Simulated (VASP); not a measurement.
# MgS (P6_3mc) in VASP: notebook

Aim: see how the results for MgS move with the level of theory and the settings. Levels: PBE, r2SCAN. Tasks: single point.

All numbers are computed with VASP 6.6.1; they aren't measurements. Logs are shortened: lines on timing, memory, paths and dates and some standing lists are left out, and cuts for length are marked.

## (1) The cell of the first run

Symmetry: P6_3mc, No. 186, hexagonal system. Conventional cell: a = 4.094 Å, b = 4.094 Å, c = 6.556 Å, α = 90.00°, β = 90.00°, γ = 120.00°. Within 3.3 Å of Mg (site symmetry 3m) lie 4 S at 2.49 to 2.50 Å. S (site symmetry 3m) has 4 Mg at 2.49 to 2.50 Å within 3.3 Å.

## (2) Single point, PBE (volume changed by +3%)

INCAR reads:

```
PREC = Accurate ; ENCUT = 520
EDIFF = 1E-6 ; ISMEAR = 0
SIGMA = 0.01 ; LREAL = F
LASPH = T ; NELM = 60
ALGO = Normal ; ISIF = 2
LWAVE = F ; LCHARG = F
GGA = PE ; NBANDS = 16
```

KPOINTS reads:

```
Automatic mesh
0
Gamma
  6 6 4
```

POSCAR reads:

```
MgS
1.0
    4.0939187019      0.0000000000      0.0000000000
   -2.0469593509      3.5454375969      0.0000000000
    0.0000000000      0.0000000000      6.5557756460
Mg S
2 2
Direct
    0.3333333333      0.6666666667     -0.0029409542
    0.6666666667      0.3333333333      0.4970590458
    0.3333333333      0.6666666667      0.3779409542
    0.6666666667      0.3333333333      0.8779409542
```

Potentials or basis: VASP PAW PBE potentials, release 64 (Mg, S).

Launch:

```console
$ cat potpaw_PBE.64/Mg/POTCAR potpaw_PBE.64/S/POTCAR > POTCAR
$ mpirun -np 1 vasp_std > vasp.out
```

OUTCAR:

```text
PREC = Accurate
   ENCUT = 520
   EDIFF = 1E-6
   ISMEAR = 0
   LREAL = F
   LASPH = T
   NELM = 60
   ISIF = 2
   GGA = PE

 ion  position               nearest neighbor table
   1  0.333  0.667  0.997-   4 2.49   4 2.49   4 2.49   3 2.50
   2  0.667  0.333  0.497-   3 2.49   3 2.49   3 2.49   4 2.50
   3  0.333  0.667  0.378-   2 2.49   2 2.49   2 2.49   1 2.50
   4  0.667  0.333  0.878-   1 2.49   1 2.49   1 2.49   2 2.50

  LATTYP: Found a hexagonal cell.
 ALAT       =     4.0939187019
 C/A-ratio  =     1.6013448540

  Lattice vectors:

 A1 = (   4.0939187019,   0.0000000000,   0.0000000000)
 A2 = (  -2.0469593509,   3.5454375969,   0.0000000000)
 A3 = (   0.0000000000,   0.0000000000,   6.5557756460)

Analysis of symmetry for initial positions (statically):
=====================================================================
 Subroutine PRICEL returns:
 Original cell was already a primitive cell.

 Routine SETGRP: Setting up the symmetry group for a
 hexagonal supercell.

 Subroutine GETGRP returns: Found 12 space group operations
 (whereof  6 operations were pure point group operations)
 out of a pool of 24 trial point group operations.

The static configuration has the point symmetry C_3v.
 The point group associated with its full space group is C_6v.

Analysis of symmetry for dynamics (positions and initial velocities):
=====================================================================
 Subroutine PRICEL returns:
 Original cell was already a primitive cell.

 Routine SETGRP: Setting up the symmetry group for a
 hexagonal supercell.

 Subroutine GETGRP returns: Found 12 space group operations
 (whereof  6 operations were pure point group operations)
 out of a pool of 24 trial point group operations.

The dynamic configuration has the point symmetry C_3v.
 The point group associated with its full space group is C_6v.

 Subroutine INISYM returns: Found 12 space group operations
 (whereof  6 operations are pure point group operations),
 and found     1 'primitive' translations

----------------------------------------------------------------------------------------

                                     Primitive cell

  volume of cell :      95.1553

  direct lattice vectors                    reciprocal lattice vectors
     4.093918702  0.000000000  0.000000000     0.244264743  0.141026315  0.000000000
    -2.046959351  3.545437597  0.000000000     0.000000000  0.282052630  0.000000000
     0.000000000  0.000000000  6.555775646     0.000000000  0.000000000  0.152537252

  length of vectors
     4.093918702  4.093918702  6.555775646     0.282052630  0.282052630  0.152537252

  position of ions in fractional coordinates (direct lattice)
     0.333333333  0.666666667  0.997059046
     0.666666667  0.333333333  0.497059046
     0.333333333  0.666666667  0.377940954
     0.666666667  0.333333333  0.877940954

  ion indices of the primitive-cell ions
   primitive index   ion index
                 1           1
                 2           2
                 3           3
                 4           4

----------------------------------------------------------------------------------------

 KPOINTS: Automatic mesh

Automatic generation of k-mesh.
 Grid dimensions read from file:
 generate k-points for:    6    6    4

 Generating k-lattice:

  Cartesian coordinates                     Fractional coordinates (reciprocal lattice)
     0.040710791  0.023504386  0.000000000     0.166666667  0.000000000  0.000000000
     0.000000000  0.047008772  0.000000000     0.000000000  0.166666667  0.000000000
     0.000000000  0.000000000  0.038134313     0.000000000  0.000000000  0.250000000

  Length of vectors
     0.047008772  0.047008772  0.038134313

  Shift w.r.t. Gamma in fractional coordinates (k-lattice)
     0.000000000  0.000000000  0.000000000

 Subroutine IBZKPT returns following result:
 ===========================================

 Found     21 irreducible k-points:

 Following reciprocal coordinates:
            Coordinates               Weight
  0.000000  0.000000  0.000000      1.000000
  0.166667  0.000000  0.000000      6.000000
  0.333333  0.000000  0.000000      6.000000
  0.500000  0.000000  0.000000      3.000000
  0.166667  0.166667  0.000000      6.000000
  0.333333  0.166667  0.000000     12.000000
[... 13 lines left out ...]
  0.333333  0.166667  0.500000     12.000000
  0.333333  0.333333  0.500000      2.000000
   k-points           NKPTS =     21   k-points in BZ     NKDIM =     21   number of bands    NBANDS=     16
   number of dos      NEDOS =    301   number of ions     NIONS =      4
   total plane-waves  NPLWV =  45000
   dimension x,y,z NGX =    30 NGY =   30 NGZ =   50
   dimension x,y,z NGXF=    60 NGYF=   60 NGZF=  100
   ions per type =               2   2
   NGX,Y,Z   is equivalent  to a cutoff of  12.18, 12.18, 12.68 a.u.
   NGXF,Y,Z  is equivalent  to a cutoff of  24.36, 24.36, 25.36 a.u.
 SYSTEM =  unknown system
   PREC   = accura    normal or accurate (medium, high low for compatibility)
   ISTART =      0    job   : 0-new  1-cont  2-samecut
   ICHARG =      2    charge: 1-file 2-atom 10-const
   ISPIN  =      1    spin polarized calculation?
   LNONCOLLINEAR =      F non collinear calculations
   LSORBIT =      F    spin-orbit coupling
   LASPH  =      T    aspherical Exc in radial PAW
   ENCUT  =  520.0 eV  38.22 Ry    6.18 a.u.   7.61  7.61 12.19*2*pi/ulx,y,z
   NELM   =     60;   NELMIN=  2; NELMDL= -5     # of ELM steps
   EDIFF  = 0.1E-05   stopping-criterion for ELM
   LREAL  =      F    real-space projection
   EDIFFG = 0.1E-04   stopping-criterion for IOM
   NSW    =      0    number of steps for IOM
   IBRION =     -1    ionic relax: 0-MD 1-quasi-New 2-CG
   NFREE  =      0    steps in history (QN), initial steepest desc. (CG)
   ISIF   =      2    stress and relaxation
   ISYM   =      2    0-nonsym 1-usesym 2-fastsym
   POTIM  = 0.5000    time-step for ionic-motion
   TEBEG  =    0.0;   TEEND  =   0.0 temperature during run
   PSTRESS=    0.0 pullay stress
   NELECT =      16.0000    total number of electrons
   NUPDOWN=      -1.0000    fix difference up-down
   EMIN   =  10.00;   EMAX   =-10.00  energy-range for DOS
   EFERMI =   0.00;   METHOD = LEGACY
   ISMEAR =     0;   SIGMA  =   0.01  broadening in eV -4-tet -1-fermi 0-gaus
   EFERMI_NEDOS =   21; number of points for ismear=-14 and -15
   IALGO  =     38    algorithm
   IMIX   =      4    mixing-type and parameters
     AMIX     =   0.40;   BMIX     =  1.00
     AMIX_MAG =   1.60;   BMIX_MAG =  1.00
  volume/ion in A,a.u.               =      23.79       160.53
  Fermi-wavevector in a.u.,A,eV,Ry     =   0.903588  1.707534 11.108766  0.816471
  Thomas-Fermi vector in A             =   2.026932
   LORBIT       =      0    0 simple, 1 ext, 2 COOP (PROOUT), +10 PAW based schemes
   GGA     = PE    functional components
   LHFCALC =     F    Hartree Fock is set to
   AEXX    =    0.0000 exact exchange contribution
   IVDW    =     0    specifies the selected vdW correction
   LEPSILON=     F    determine dielectric tensor
   LRPA    =     F    only Hartree local field effects (RPA)
 non-spin polarized calculation
 Gauss-broadening in eV      SIGMA  =   0.01
  energy-cutoff  :      520.00
  volume of cell :       95.16
 maximum number of plane-waves:      2592
   NGX = 15   NGY = 15   NGZ = 25

 number of electron      15.9999998 magnetization

 Free energy of the ion-electron system (eV)
  ---------------------------------------------------
  ext. energy  EPLUGINS =         0.00000000
  ---------------------------------------------------
  free energy    TOTEN  =       -16.96474945 eV

  energy without entropy =      -16.96474945  energy(sigma->0) =      -16.96474945

 E-fermi :   0.9447     XC(G=0):  -8.1995

 val. band max:        0.8672564859   @ k =   0.0000   0.0000   0.0000
 cond. band min:       4.0961928330   @ k =   0.0000   0.0000   0.0000
 fundamental gap:      3.2289363471
 Fermi energy:         0.9447078708

 k-point     1 :       0.0000    0.0000    0.0000
  band No.  band energies     occupation
      1     -10.3508      2.00000
      2      -9.7014      2.00000
      3      -2.1691      2.00000
      4       0.3669      2.00000
      5       0.3669      2.00000
      6       0.7582      2.00000
[... 8 lines left out ...]
     15       9.2783      0.00000
     16       9.7154      0.00000

 k-point     2 :       0.1667    0.0000    0.0000
  band No.  band energies     occupation
      1     -10.2301      2.00000
      2      -9.6437      2.00000
      3      -1.9684      2.00000
      4      -0.3541      2.00000
      5      -0.0007      2.00000
      6       0.1747      2.00000
[... 8 lines left out ...]
     15       9.3639      0.00000
     16       9.5688      0.00000

 k-point     3 :       0.3333    0.0000    0.0000
  band No.  band energies     occupation
      1      -9.9450      2.00000
      2      -9.5471      2.00000
      3      -1.5915      2.00000
      4      -1.3114      2.00000
      5      -0.9909      2.00000
      6      -0.1332      2.00000
[... 8 lines left out ...]
     15       9.3281      0.00000
     16      10.8745      0.00000

 k-point     4 :       0.5000    0.0000    0.0000
  band No.  band energies     occupation
      1      -9.7510      2.00000
      2      -9.5361      2.00000
      3      -1.9631      2.00000
      4      -1.4395      2.00000
      5      -0.8899      2.00000
      6      -0.2651      2.00000
[... 8 lines left out ...]
     15       9.7812      0.00000
     16      11.7144      0.00000

 k-point     5 :       0.1667    0.1667    0.0000
  band No.  band energies     occupation
      1     -10.0250      2.00000
      2      -9.5664      2.00000
      3      -1.6148      2.00000
      4      -0.9428      2.00000
      5      -0.9222      2.00000
      6      -0.1056      2.00000
[... 8 lines left out ...]
     15       9.6403      0.00000
     16       9.9545      0.00000

 k-point     6 :       0.3333    0.1667    0.0000
  band No.  band energies     occupation
      1      -9.7595      2.00000
      2      -9.5296      2.00000
      3      -1.7048      2.00000
      4      -1.3298      2.00000
      5      -0.9134      2.00000
      6      -0.6132      2.00000
[... 8 lines left out ...]
     15       9.6298      0.00000
     16      10.9592      0.00000
[... 210 lines left out ...]
 k-point    18 :       0.5000    0.0000    0.5000
  band No.  band energies     occupation
      1      -9.6413      2.00000
      2      -9.6413      2.00000
      3      -2.0592      2.00000
      4      -2.0592      2.00000
      5       0.0617      2.00000
      6       0.0617      2.00000
[... 8 lines left out ...]
     15       9.9808      0.00000
     16       9.9808      0.00000

 k-point    19 :       0.1667    0.1667    0.5000
  band No.  band energies     occupation
      1      -9.8051      2.00000
      2      -9.8051      2.00000
      3      -1.4553      2.00000
      4      -1.4553      2.00000
      5      -0.0708      2.00000
      6      -0.0708      2.00000
[... 8 lines left out ...]
     15       9.6491      0.00000
     16       9.6491      0.00000

 k-point    20 :       0.3333    0.1667    0.5000
  band No.  band energies     occupation
      1      -9.6429      2.00000
      2      -9.6429      2.00000
      3      -1.8728      2.00000
      4      -1.8728      2.00000
      5      -0.4499      2.00000
      6      -0.4499      2.00000
[... 8 lines left out ...]
     15      10.0764      0.00000
     16      10.0764      0.00000

 k-point    21 :       0.3333    0.3333    0.5000
  band No.  band energies     occupation
      1      -9.5874      2.00000
      2      -9.5874      2.00000
      3      -1.7707      2.00000
      4      -1.7707      2.00000
      5      -0.9659      2.00000
      6      -0.9659      2.00000
[... 8 lines left out ...]
     15      10.1268      0.00000
     16      10.1268      0.00000

------------------------ aborting loop because EDIFF is reached ----------------------------------------

  FORCE on cell =-STRESS in cart. coord.  units (eV):
  Direction    XX          YY          ZZ          XY          YZ          ZX
  --------------------------------------------------------------------------------------
  -------------------------------------------------------------------------------------
  Total       -1.0034940     -1.0034940     -0.9682748     -0.0000000      0.0000000      0.0000000
  in kB      -16.8963242    -16.8963242    -16.3033204     -0.0000000      0.0000000      0.0000000
  external PRESSURE =     -16.6986563 kB  Pullay stress =       0.0000000 kB

 VOLUME and BASIS-vectors are now :
 -----------------------------------------------------------------------------
  energy-cutoff  :      520.00
  volume of cell :       95.16
      direct lattice vectors                 reciprocal lattice vectors
     4.093918702  0.000000000  0.000000000     0.244264743  0.141026315  0.000000000
    -2.046959351  3.545437597  0.000000000     0.000000000  0.282052630  0.000000000
     0.000000000  0.000000000  6.555775646     0.000000000  0.000000000  0.152537252

 POSITION                                       TOTAL-FORCE (eV/Angst)
 -----------------------------------------------------------------------------------
     -0.00000      2.36363      6.53650         0.000000      0.000000      0.005557
      2.04696      1.18181      3.25861        -0.000000      0.000000      0.005557
     -0.00000      2.36363      2.47770        -0.000000     -0.000000     -0.005557
      2.04696      1.18181      5.75558         0.000000      0.000000     -0.005557
 -----------------------------------------------------------------------------------
    total drift:                               -0.000000     -0.000000      0.000325

  FREE ENERGIE OF THE ION-ELECTRON SYSTEM (eV)
  ---------------------------------------------------
  free  energy   TOTEN  =       -16.9647494470 eV

  energy  without entropy=      -16.9647494470  energy(sigma->0) =      -16.96474945
```

Wall time 15 s (1 thread of Intel Xeon 6975P-C (Granite Rapids), shared host); peak memory 0.2 GiB.

What came out:

| Quantity | Value |
| --- | --- |
| Free energy | -16.9647 eV |
| Pressure | -1.7 GPa |
| Largest force | 0.006 eV/Å |
| Band gap on the k mesh | 3.23 eV, direct |

Forces in eV/Å, atoms in the order of the input:
```
Mg   0.000  0.000  0.006
Mg   0.000  0.000  0.006
S    0.000  0.000 -0.006
S    0.000  0.000 -0.006
```

## (3) Single point, PBE (volume changed by +6%)

INCAR reads:

```
SYSTEM = MgS
PREC     = Accurate       ! precision mode
ENCUT    = 520            ! plane-wave cutoff, eV
EDIFF    = 1E-6           ! SCF threshold, eV
ISMEAR   = 0              ! smearing method
SIGMA    = 0.01           ! smearing width, eV
LREAL    = .FALSE.        ! projectors in reciprocal space
LASPH    = .TRUE.         ! aspherical terms in the spheres
NELM     = 100            ! most SCF steps
ALGO     = Normal         ! electronic algorithm
ISIF     = 2              ! what is computed and relaxed
LWAVE    = .FALSE.        ! write WAVECAR
LCHARG   = .FALSE.        ! write CHGCAR
GGA      = PE             ! functional
NBANDS   = 16             ! bands
```

KPOINTS reads:

```
Automatic mesh
0
G
  6 6 4
  0 0 0
```

POSCAR reads:

```
MgS
1.0
    4.1332857198      0.0000000000      0.0000000000
   -2.0666428599      3.5795304344      0.0000000000
    0.0000000000      0.0000000000      6.6188158176
Mg S
2 2
Direct
    0.3333333333      0.6666666667     -0.0029409542
    0.6666666667      0.3333333333      0.4970590458
    0.3333333333      0.6666666667      0.3779409542
    0.6666666667      0.3333333333      0.8779409542
```

Potentials or basis: VASP PAW PBE potentials, release 64 (Mg, S).

Launch:

```console
$ cat potpaw_PBE.64/Mg/POTCAR potpaw_PBE.64/S/POTCAR > POTCAR
$ mpirun -np 1 vasp_std > vasp.out
```

Run time: 15 s. Hardware: 1 thread of Intel Xeon 6975P-C (Granite Rapids), shared host; peak memory 0.22 GiB.

Results (log left out):

* Free energy: -16.9246 eV
* Pressure: -3.0 GPa
* Largest force: 0.010 eV/Å
* Band gap on the k mesh: 3.09 eV, direct

Forces in eV/Å, atoms in the order of the input:
```
Mg   0.000  0.000  0.010
Mg   0.000  0.000  0.010
S    0.000  0.000 -0.010
S    0.000  0.000 -0.010
```

Stress tensor (GPa, compression positive):
```
-3.03  0.00  0.00
 0.00 -3.03  0.00
 0.00  0.00 -2.92
```

Levels at points of the mesh, in eV from the valence-band top:
```
           k point  band 4  band 5  band 6  band 7  band 8  band 9  band 10  band 11  band 12  band 13
(0.00, 0.00, 0.00)   -0.49   -0.49   -0.11   -0.11    0.00    3.09     4.47     7.37     7.37     8.01
(0.50, 0.00, 0.00)   -2.25   -1.70   -1.10   -0.82   -0.40    4.73     5.14     5.57     7.42     7.90
(0.00, 0.00, 0.50)   -1.77   -0.30   -0.30   -0.30   -0.30    4.58     4.58     7.32     7.32     7.53
(0.50, 0.00, 0.50)   -2.84   -0.78   -0.78   -0.72   -0.72    4.58     4.58     6.18     6.18     8.93
```

[end of part 1 of 2]
